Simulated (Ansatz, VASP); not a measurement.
**One calculation of Ta, two programs**

```
CELL_PARAMETERS angstrom
-1.62767 1.62767 1.62767
1.62767 -1.62767 1.62767
1.62767 1.62767 -1.62767
ATOMIC_POSITIONS crystal
Ta 0.00000 0.00000 0.00000
```

Alike in both runs: task single point; functional LDA; k mesh 14 × 14 × 14; occupations fermi-dirac, width 0.03 eV; no spin polarisation.

|  | VASP | Ansatz |
| --- | --- | --- |
| version | VASP 6.6.1 | Ansatz 0.2.0 |
| potentials or method | VASP PAW LDA potentials, release 64 (Ta_pv), cutoff 520 eV | plane waves (420 eV) with PAW, scalar-relativistic |
| valence electrons in the cell | 11 | 13 |

```tsv
	VASP	Ansatz	Ansatz less VASP
pressure (GPa)	0.9	0.1	-0.89
```

Ansatz warns that its potentials were made for another functional, while VASP's fit it. LDA's correlation is that of Perdew and Zunger in VASP and of Perdew and Wang (1992) in Ansatz. VASP's potentials hold 11 valence electrons a cell and Ansatz's 13, so a difference there can come from the potentials and not from the codes.

Neither program's run includes spin-orbit coupling.
